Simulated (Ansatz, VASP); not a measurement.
**Two plane-wave programs on SiO2**

```
CELL_PARAMETERS angstrom
4.23588 0.00000 0.00000
0.00000 4.33457 0.00000
0.00000 0.00000 2.68977
ATOMIC_POSITIONS crystal
Si 0.50000 0.50000 0.50000
Si 0.00000 0.00000 0.00000
O 0.73959 0.64644 0.00000
O 0.23959 0.85356 0.50000
O 0.26041 0.35356 0.00000
O 0.76041 0.14644 0.50000
```

Change from the starting cell: mode 4 frozen in at +0.279 Å, normal strain along y +0.0233.

Alike in both runs: task single point; functional PBE; k mesh 6 × 6 × 8; occupations gaussian, width 0.05 eV; no spin polarisation.

|  | VASP | Ansatz |
| --- | --- | --- |
| version | VASP 6.6.1 | Ansatz 0.2.0 |
| potentials or method | VASP PAW PBE potentials, release 64 (Si, O), cutoff 520 eV | scalar-relativistic, plane waves, PAW |
| valence electrons in the cell | 32 | 32 |

|  | VASP | Ansatz | Ansatz less VASP |
| --- | --- | --- | --- |
| gap on the k mesh at the Fermi level (eV) | 4.78 | 4.81 | +0.027 |
| least direct gap on the mesh (eV) | 4.78 | 4.81 | +0.027 |
| pressure (GPa) | -10.2 | -10.5 | -0.30 |
| traceless stress, the component that is largest in VASP (GPa) | -7.60 | -7.42 | +0.172 |
| rms of the force components (eV/Å) | 0.654 | 0.656 | +0.0019 |

Atom by atom the forces differ by 0.011 eV/Å (rms over components).
